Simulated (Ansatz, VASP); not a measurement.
## One calculation of Ag, two programs

```xyz
1
Lattice="0.0000 2.0431 2.0942 2.0431 0.0000 2.0942 2.0431 2.0431 0.0000" Properties=species:S:1:pos:R:3 pbc="T T T"
Ag    0.0000    0.0000    0.0000
```

Change from the starting cell: strain +0.0250 x Voigt [0, 0, 1, 0, 0, 0], atoms carried along.

Alike in both runs: task single point; functional PBEsol; k mesh 20 × 20 × 20; occupations gaussian, width 0.15 eV; no spin polarisation.

|  | VASP | Ansatz |
| --- | --- | --- |
| version | VASP 6.6.1 | Ansatz 0.2.0 |
| potentials or method | VASP PAW PBE potentials, release 64 (Ag), cutoff 520 eV | scalar-relativistic, plane waves, PAW |
| valence electrons in the cell | 11 | 19 |

VASP gave:

| Property | Result |
| --- | --- |
| gap on the k mesh at the Fermi level (eV) | none |
| pressure (GPa) | -5.2 |
| traceless stress, the component that is largest in VASP (GPa) | -0.65 |

Problem. Estimate Ansatz's values.

Solution. gap on the k mesh at the Fermi level (eV): none; pressure (GPa): -5.0; traceless stress, the component that is largest in VASP (GPa): -0.65.

VASP's potentials were made for PBE, not for PBEsol. A gap of «none» marks a metal or a gap that the smearing closes. VASP's potentials hold 11 valence electrons a cell and Ansatz's 19, so a difference there can come from the potentials and not from the codes.
